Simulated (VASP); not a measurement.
# PdPt16Rh3 (P1) in VASP: a series of runs

PdPt16Rh3 is run at these levels: r2SCAN; tasks: single point.

Program: VASP 6.6.1. These are calculated values, not measurements. Logs are shortened: lines on timing, memory, paths and dates and some standing lists are left out, and cuts for length are marked.

### Step 1. The cell of the first run

The typed cell holds 20 atoms: a = 5.968 Å, b = 7.420 Å, c = 7.256 Å, α = 74.83°, β = 77.54°, γ = 89.07°.

### Step 2. Single point, r2SCAN

The input, POSCAR:

```
PdPt16Rh3
1.0
    3.6928663001     -2.1547242353     -4.1635024210
    4.5518088559     -2.6400834846      5.2314694639
   -1.3364445899     -7.1269688007      0.2598528239
Rh Pd Pt
3 1 16
Direct
    0.8966291141      0.1513054146      0.4017707963
    0.8963998567      0.6472277632      0.4000541623
    0.6040482969      0.3495870145      0.5996366124
    0.1988433496      0.9493848580      0.2023509799
    0.0970989851      0.3487821297      0.5988486830
    0.6032043987      0.8499094860      0.5961038499
    0.4002824427      0.6471404062      0.4012317799
    0.1979932873      0.4484180152      0.2019553136
   -0.0016965866      0.2493621642      0.0041127533
    0.8012399845      0.0506903445      0.7951449636
    0.7015502475      0.9501669431      0.2002603299
    0.5023264688      0.7483167234      0.9981742154
    0.2999285014      0.5477775613      0.7994764448
    0.0980255613      0.8498016051      0.5996275760
    0.4020270148      0.1511262907      0.3994092386
    0.9975468909      0.7478753544      0.0058999339
    0.8020713702      0.5503548011      0.7925295643
    0.7014778987      0.4479767118      0.2043937073
    0.5036634135      0.2511419364      0.9946074626
    0.3004834045      0.0508224576      0.8002440834
```

The input, INCAR.step1:

```
SYSTEM = PdPt16Rh3
  ALGO = Normal
  EDIFF = 1E-4
  ENCUT = 520
  GGA = PE
  ISMEAR = 0
  ISYM = 0
  LASPH = .TRUE.
  LCHARG = .FALSE.
  LREAL = Auto
  LWAVE = .TRUE.
  NBANDS = 124
  NELM = 80
  PREC = Accurate
  SIGMA = 0.1
```

The input, INCAR.step2:

```
SYSTEM = PdPt16Rh3
  ALGO = Normal
  EDIFF = 1E-6
  ENCUT = 520
  ISIF = 2
  ISMEAR = 0
  ISTART = 1
  ISYM = 0
  LASPH = .TRUE.
  LCHARG = .FALSE.
  LMIXTAU = .TRUE.
  LREAL = Auto
  LWAVE = .FALSE.
  METAGGA = R2SCAN
  NBANDS = 124
  NELM = 80
  PREC = Accurate
  SIGMA = 0.1
```

The input, KPOINTS:

```
Automatic mesh
0
Gamma
  2 2 2
  0.5 0.5 0.5
```

Potentials or basis: VASP PAW PBE potentials, release 64 (Rh_pv, Pd, Pt).

On the command line:

```console
> cat potpaw_PBE.64/Rh_pv/POTCAR potpaw_PBE.64/Pd/POTCAR potpaw_PBE.64/Pt/POTCAR > POTCAR
> cp INCAR.step1 INCAR
> mpirun -np 1 vasp_std > vasp.out
> cp INCAR.step2 INCAR
> mpirun -np 1 vasp_std > vasp.out
```

OUTCAR:

```text
SYSTEM = PdPt16Rh3
   EDIFF = 1E-6
   ENCUT = 520
   ISIF = 2
   ISMEAR = 0
   ISTART = 1
   ISYM = 0
   LASPH = .TRUE.
   LREAL = Auto
   METAGGA = R2SCAN
   NELM = 80
   PREC = Accurate

 ion  position               nearest neighbor table
   1  0.897  0.151  0.402-   3 2.69  10 2.69  18 2.69   9 2.72   6 2.73  14 2.74   4 2.74   5 2.74
                             8 2.74  11 2.77  15 2.96  15 3.01
   2  0.896  0.647  0.400-  17 2.68  16 2.69   6 2.70   3 2.72   8 2.72   5 2.72  18 2.72  11 2.73
                             4 2.77  14 2.78   7 2.96   7 3.01
   3  0.604  0.350  0.600-   1 2.69  19 2.70  18 2.70  10 2.70   2 2.72   7 2.73  17 2.73  13 2.73
                            20 2.76  15 2.77   5 2.94   5 3.03
   4  0.199  0.949  0.202-  14 2.71   9 2.73   1 2.74   7 2.74  20 2.75  12 2.76  16 2.76   2 2.77
                            15 2.77  19 2.79  11 2.97  11 3.00
   5  0.097  0.349  0.599-  17 2.69   8 2.71   2 2.72  10 2.73  15 2.73  20 2.74   1 2.74   7 2.75
                             9 2.77  13 2.78   3 2.94   3 3.03
   6  0.603  0.850  0.596-   2 2.70  11 2.70  17 2.71  15 2.73   1 2.73  12 2.75  20 2.76  10 2.76
                             7 2.76  13 2.78  14 2.96  14 3.01
   7  0.400  0.647  0.401-  18 2.71  13 2.72   3 2.73  14 2.74   4 2.74   5 2.75  12 2.75   6 2.76
                             8 2.77  11 2.77   2 2.96   2 3.01
   8  0.198  0.448  0.202-   5 2.71  16 2.72   2 2.72  15 2.72   1 2.74  13 2.75   9 2.75  19 2.76
                             7 2.77  12 2.77  18 2.96  18 3.01
   9  0.998  0.249  0.004-  18 2.71   1 2.72   4 2.73  11 2.73  20 2.74   8 2.75  13 2.76  17 2.76
                             5 2.77  10 2.80  19 2.97  19 3.00
  10  0.801  0.051  0.795-   1 2.69   3 2.70  14 2.70  19 2.72   5 2.73   6 2.76  16 2.77  12 2.77
                            11 2.77   9 2.80  20 2.98  20 2.99
  11  0.702  0.950  0.200-  16 2.70   6 2.70  15 2.73   2 2.73   9 2.73  19 2.75   1 2.77  10 2.77
                             7 2.77  12 2.79   4 2.97   4 3.00
  12  0.502  0.748  0.998-  17 2.74  20 2.74   6 2.75  18 2.75   7 2.75   4 2.76  10 2.77  13 2.77
                             8 2.77  11 2.79  16 2.97  16 3.00
  13  0.300  0.548  0.799-  19 2.71   7 2.72   3 2.73  14 2.75   8 2.75   9 2.76  16 2.76  12 2.77
                             5 2.78   6 2.78  17 2.98  17 2.99
  14  0.098  0.850  0.600-  10 2.70   4 2.71  17 2.73   1 2.74   7 2.74  13 2.75  15 2.77  16 2.78
                             2 2.78  20 2.79   6 2.96   6 3.01
  15  0.402  0.151  0.399-   8 2.72  11 2.73   5 2.73  18 2.73   6 2.73  20 2.74  19 2.77   3 2.77
                             4 2.77  14 2.77   1 2.96   1 3.01
  16  0.998  0.748  0.006-   2 2.69  11 2.70   8 2.72  18 2.74  13 2.76   4 2.76  10 2.77  14 2.78
                            20 2.79  17 2.82  12 2.97  12 3.00
  17  0.802  0.550  0.793-   2 2.68   5 2.69   6 2.71   3 2.73  14 2.73  12 2.74  19 2.75   9 2.76
                            18 2.81  16 2.82  13 2.98  13 2.99
  18  0.701  0.448  0.204-   1 2.69   3 2.70   9 2.71   7 2.71   2 2.72  15 2.73  16 2.74  12 2.75
                            19 2.80  17 2.81   8 2.96   8 3.01
  19  0.504  0.251  0.995-   3 2.70  13 2.71  10 2.72  11 2.75  17 2.75  20 2.75   8 2.76  15 2.77
                             4 2.79  18 2.80   9 2.97   9 3.00
  20  0.300  0.051  0.800-   5 2.74  15 2.74   9 2.74  12 2.74   4 2.75  19 2.75   6 2.76   3 2.76
                            14 2.79  16 2.79  10 2.98  10 2.99

IMPORTANT INFORMATION: All symmetrisations will be switched off!
NOSYMM: (Re-)initialisation of all symmetry stuff for point group C_1.

----------------------------------------------------------------------------------------

                                     Primitive cell

  volume of cell :     302.5235

  direct lattice vectors                    reciprocal lattice vectors
     3.692866300 -2.154724235 -4.163502421     0.120977320 -0.027020607 -0.118896287
     4.551808856 -2.640083485  5.231469464     0.099936235 -0.015220927  0.096516829
    -1.336444590 -7.126968801  0.259852824    -0.073595491 -0.126504486  0.000193101

  length of vectors
     5.967817897  7.420059125  7.255845362     0.171761323  0.139765611  0.146354770

  position of ions in fractional coordinates (direct lattice)
     0.896629114  0.151305415  0.401770796
     0.896399857  0.647227763  0.400054162
     0.604048297  0.349587015  0.599636612
     0.198843350  0.949384858  0.202350980
     0.097098985  0.348782130  0.598848683
     0.603204399  0.849909486  0.596103850
[... 12 lines left out ...]
     0.503663414  0.251141936  0.994607463
     0.300483404  0.050822458  0.800244083

  ion indices of the primitive-cell ions
   primitive index   ion index
                 1           1
                 2           2
                 3           3
                 4           4
                 5           5
                 6           6
[... 12 lines left out ...]
[... 65 lines left out ...]
   NUPDOWN=      -1.0000    fix difference up-down
   EMIN   =  10.00;   EMAX   =-10.00  energy-range for DOS
   EFERMI =   0.00;   METHOD = LEGACY
   ISMEAR =     0;   SIGMA  =   0.10  broadening in eV -4-tet -1-fermi 0-gaus
   EFERMI_NEDOS =   21; number of points for ismear=-14 and -15
   IALGO  =     38    algorithm
   IMIX   =      4    mixing-type and parameters
     AMIX     =   0.40;   BMIX     =  1.00
     AMIX_MAG =   1.60;   BMIX_MAG =  1.00
  volume/ion in A,a.u.               =      15.13       102.08
  Fermi-wavevector in a.u.,A,eV,Ry     =   1.460947  2.760790 29.039832  2.134367
  Thomas-Fermi vector in A             =   2.577337
   LORBIT       =      0    0 simple, 1 ext, 2 COOP (PROOUT), +10 PAW based schemes
   METAGGA = R2SCAN    functional components
   LHFCALC =     F    Hartree Fock is set to
   AEXX    =    0.0000 exact exchange contribution
   IVDW    =     0    specifies the selected vdW correction
   LEPSILON=     F    determine dielectric tensor
   LRPA    =     F    only Hartree local field effects (RPA)
 non-spin polarized calculation
 Gauss-broadening in eV      SIGMA  =   0.10
  energy-cutoff  :      520.00
  volume of cell :      302.52
 maximum number of plane-waves:      8159
 NGX is ok and might be reduce to    48
   NGX = 23   NGY = 27   NGZ = 27

 number of electron     215.0000010 magnetization

 Free energy of the ion-electron system (eV)
  ---------------------------------------------------
  ext. energy  EPLUGINS =         0.00000000
  ---------------------------------------------------
  free energy    TOTEN  =      -919.12108902 eV

  energy without entropy =     -918.96638487  energy(sigma->0) =     -919.04373694

 E-fermi :  10.6670     XC(G=0): -14.5523

 val. band max:       10.6417753917   @ k =  -0.2500   0.2500   0.2500
 cond. band min:      10.6759327831   @ k =  -0.2500   0.2500   0.2500
 fundamental gap:      0.0341573914
 Fermi energy:        10.6670161240

 k-point     1 :       0.2500    0.2500    0.2500
  band No.  band energies     occupation
      1     -37.3254      2.00000
      2     -37.2903      2.00000
      3     -37.2622      2.00000
      4     -37.1796      2.00000
      5     -37.1257      2.00000
      6     -37.0550      2.00000
[... 111 lines left out ...]
    118      12.1581      0.00000
    119      13.0059      0.00000

 k-point     2 :      -0.2500    0.2500    0.2500
  band No.  band energies     occupation
      1     -37.3254      2.00000
      2     -37.2903      2.00000
      3     -37.2622      2.00000
      4     -37.1796      2.00000
      5     -37.1257      2.00000
      6     -37.0550      2.00000
[... 111 lines left out ...]
    118      12.0507      0.00000
    119      13.1028      0.00000

 k-point     3 :       0.2500   -0.2500    0.2500
  band No.  band energies     occupation
      1     -37.3254      2.00000
      2     -37.2903      2.00000
      3     -37.2622      2.00000
      4     -37.1796      2.00000
      5     -37.1257      2.00000
      6     -37.0550      2.00000
[... 111 lines left out ...]
    118      12.7420      0.00000
    119      12.8502      0.00000

 k-point     4 :      -0.2500   -0.2500    0.2500
  band No.  band energies     occupation
      1     -37.3254      2.00000
      2     -37.2903      2.00000
      3     -37.2622      2.00000
      4     -37.1796      2.00000
      5     -37.1257      2.00000
      6     -37.0550      2.00000
[... 111 lines left out ...]
    118      12.3146      0.00000
    119      12.7950      0.00000
 [bands above 119 left out]

------------------------ aborting loop because EDIFF is reached ----------------------------------------

  FORCE on cell =-STRESS in cart. coord.  units (eV):
  Direction    XX          YY          ZZ          XY          YZ          ZX
  --------------------------------------------------------------------------------------
  -------------------------------------------------------------------------------------
  Total        1.2051388      1.6527888      1.7173267      0.3477335     -0.0836553      0.1211073
  in kB        6.3824657      8.7532387      9.0950340      1.8416113     -0.4430420      0.6413895
  external PRESSURE =       8.0769128 kB  Pullay stress =       0.0000000 kB

 VOLUME and BASIS-vectors are now :
 -----------------------------------------------------------------------------
  energy-cutoff  :      520.00
  volume of cell :      302.52
      direct lattice vectors                 reciprocal lattice vectors
     3.692866300 -2.154724235 -4.163502421     0.120977320 -0.027020607 -0.118896287
     4.551808856 -2.640083485  5.231469464     0.099936235 -0.015220927  0.096516829
    -1.336444590 -7.126968801  0.259852824    -0.073595491 -0.126504486  0.000193101

 POSITION                                       TOTAL-FORCE (eV/Angst)
 -----------------------------------------------------------------------------------
      3.46290     -5.19486     -2.83717         0.025969      0.001729      0.010098
      5.72169     -6.49140     -0.24226        -0.006248      0.003580     -0.014090
      3.02054     -6.49809     -0.53029        -0.006387      0.010412     -0.019609
      4.78529     -4.37706      4.19137         0.014990      0.007416      0.020261
      1.14584     -5.39801      1.57598         0.005034     -0.004459     -0.016024
      5.29952     -7.79198      2.08973        -0.025398      0.001554      0.001398
[... 12 lines left out ...]
      1.67387     -8.83683     -0.52471        -0.007502     -0.026267     -0.002725
      0.27150     -6.48495     -0.77724        -0.003656     -0.014650     -0.015727
 -----------------------------------------------------------------------------------
    total drift:                                0.007251     -0.002186      0.003250

  FREE ENERGIE OF THE ION-ELECTRON SYSTEM (eV)
  ---------------------------------------------------
  free  energy   TOTEN  =      -919.1210890155 eV

  energy  without entropy=     -918.9663848687  energy(sigma->0) =     -919.04373694
```

It took 10 min on 1 thread of AMD EPYC 9R45 (Zen 5), shared host; peak memory 0.43 GiB.

What came out:

- Free energy: -919.1211 eV
- Pressure: 0.8 GPa
- Largest force: 0.034 eV/Å
- Band gap on the k mesh: zero (an odd number of electrons rules out a gap without spin polarisation)

Forces in eV/Å, atoms in the order of the input:
```
Rh   0.026  0.002  0.010
Rh  -0.006  0.004 -0.014
Rh  -0.006  0.010 -0.020
Pd   0.015  0.007  0.020
Pt   0.005 -0.004 -0.016
Pt  -0.025  0.002  0.001
Pt  -0.015  0.016  0.026
Pt   0.009  0.005  0.015
Pt   0.003  0.004  0.001
Pt  -0.009 -0.021 -0.013
Pt   0.005 -0.018 -0.003
Pt   0.003 -0.009  0.010
Pt  -0.007  0.004  0.002
Pt   0.011 -0.006 -0.012
Pt  -0.010  0.015  0.008
Pt   0.021  0.021 -0.002
Pt  -0.015 -0.022 -0.005
Pt   0.007  0.031  0.008
Pt  -0.008 -0.026 -0.003
Pt  -0.004 -0.015 -0.016
```

Levels at points of the mesh, in eV from the Fermi level:
```
           k point  band 104  band 105  band 106  band 107  band 108  band 109  band 110  band 111
(0.25, 0.25, 0.25)     -0.22     -0.19     -0.04      0.04      0.09      0.16      0.27      0.32
```

Caveat: the k points lie up to 0.54 Å⁻¹ apart, too coarse for converged energies and pressures of a metal; the PAW data sets were made with another functional, which shifts forces and pressure a little; spin-orbit coupling is left out, which moves the levels of the heavy elements.

### Step 3. Single point, r2SCAN

The input, POSCAR:

```
PdPt16Rh3
1.0
    3.6953376354     -2.1545404410     -4.1593929261
    4.5558674211     -2.6396459982      5.2287106821
   -1.3396466091     -7.1296979195      0.2593988469
Rh Pd Pt
3 1 16
Direct
    0.6032617991      0.8503058840      0.5957137472
    0.7019142264      0.9483322392      0.2062809080
    0.9959273646      0.7498899757      1.0019793806
    0.7994665004      0.0480923448      0.8033626868
    0.1013159021      0.3508629377      0.6009594432
    0.8980487319      0.1471998878      0.4002692771
    0.4060382903      0.6551309642      0.3983568175
    0.2002982890      0.4533708695      0.2007718582
   -0.0021007434      0.2497425111      1.0006401686
    0.5059370587      0.7551376963     -0.0030481805
    0.3041046588      0.5551595935      0.8011507107
    0.0975277913      0.8483823598      0.6044067309
    0.9005488910      0.6534420129      0.3965500044
    0.6002664826      0.3502582841      0.6003346541
    0.3989523624      0.1453127565      0.4010056280
    0.1979240662      0.9475654876      0.1973607949
    0.7999059056      0.5525663036      0.8000484552
    0.7001713882      0.4506638730      0.2003362882
    0.4997286678      0.2471547904      0.0020020463
    0.2994590150      0.0465215583      0.7987306621
```

The input, INCAR.step1:

```
SYSTEM = PdPt16Rh3
PREC     = Accurate       ! precision mode
ENCUT    = 520            ! plane-wave cutoff, eV
ISMEAR   = 0              ! smearing method
SIGMA    = 0.1            ! smearing width, eV
LREAL    = Auto         
LASPH    = .True.         ! aspherical terms in the spheres
NELM     = 60             ! most SCF steps
ISYM     = 0            
NBANDS   = 124            ! bands
GGA      = PE             ! functional
ALGO     = Normal         ! electronic algorithm
EDIFF    = 1E-4           ! SCF threshold, eV
LWAVE    = .True.         ! write WAVECAR
LCHARG   = .False.        ! write CHGCAR
```

The input, INCAR.step2:

```
SYSTEM = PdPt16Rh3
PREC     = Accurate       ! precision mode
ENCUT    = 520            ! plane-wave cutoff, eV
EDIFF    = 1E-7           ! SCF threshold, eV
ISMEAR   = 0              ! smearing method
SIGMA    = 0.1            ! smearing width, eV
LREAL    = Auto         
LASPH    = .True.         ! aspherical terms in the spheres
NELM     = 60             ! most SCF steps
ALGO     = Normal         ! electronic algorithm
ISIF     = 2              ! what is computed and relaxed
LWAVE    = .False.        ! write WAVECAR
LCHARG   = .True.         ! write CHGCAR
METAGGA  = R2SCAN         ! meta-GGA
LMIXTAU  = .True.       
LELF     = .True.         ! ELF
LVHAR    = .True.       
ISYM     = 0            
NBANDS   = 124            ! bands
ISTART   = 1
```

KPOINTS is that of step 2.

Potentials or basis: VASP PAW PBE potentials, release 64 (Rh_pv, Pd, Pt).

On the command line:

```console
> cat potpaw_PBE.64/Rh_pv/POTCAR potpaw_PBE.64/Pd/POTCAR potpaw_PBE.64/Pt/POTCAR > POTCAR
> cp INCAR.step1 INCAR
> mpirun -np 1 vasp_std > vasp.out
> cp INCAR.step2 INCAR
> mpirun -np 1 vasp_std > vasp.out
```

It took 11 min on 1 thread of AMD EPYC 9R45 (Zen 5), shared host; peak memory 0.42 GiB.

It converged, with:

```
Free energy            : -919.0485 eV
Pressure               : 0.7 GPa
Largest force          : 0.025 eV/Å
Band gap on the k mesh : zero (an odd number of electrons rules out a gap without spin polarisation)
```

Forces on the atoms (eV/Å):
```
Rh  -0.007 -0.002 -0.015
Rh   0.010  0.016  0.016
Rh   0.004  0.000  0.001
Pd  -0.005 -0.006  0.021
Pt  -0.006  0.000 -0.006
Pt  -0.007  0.006 -0.007
Pt  -0.004  0.000 -0.005
Pt   0.006  0.005 -0.008
Pt  -0.001  0.003  0.001
Pt  -0.016 -0.002 -0.004
Pt   0.001  0.004 -0.007
Pt   0.007  0.009  0.005
Pt  -0.004 -0.018  0.002
Pt   0.005 -0.009 -0.006
Pt   0.009 -0.004  0.013
Pt   0.006 -0.002  0.008
Pt   0.001  0.003  0.009
Pt  -0.001 -0.002  0.000
Pt   0.006 -0.002 -0.017
Pt  -0.004  0.002 -0.004
```

Stress tensor (GPa, compression positive):
```
 0.56  0.13  0.14
 0.13  0.66 -0.08
 0.14 -0.08  0.80
```

Levels at points of the mesh, in eV from the Fermi level:
```tsv
k point	band 105	band 106	band 107	band 108	band 109	band 110
(0.25, 0.25, 0.25)	-0.20	-0.02	0.03	0.09	0.14	0.27
```

Caveat: the k points lie up to 0.54 Å⁻¹ apart, too coarse for converged energies and pressures of a metal; the PAW data sets were made with another functional, which shifts forces and pressure a little; spin-orbit coupling is left out, which moves the levels of the heavy elements.

The gap in the log of VASP goes by the Fermi energy; the results here count the filled bands.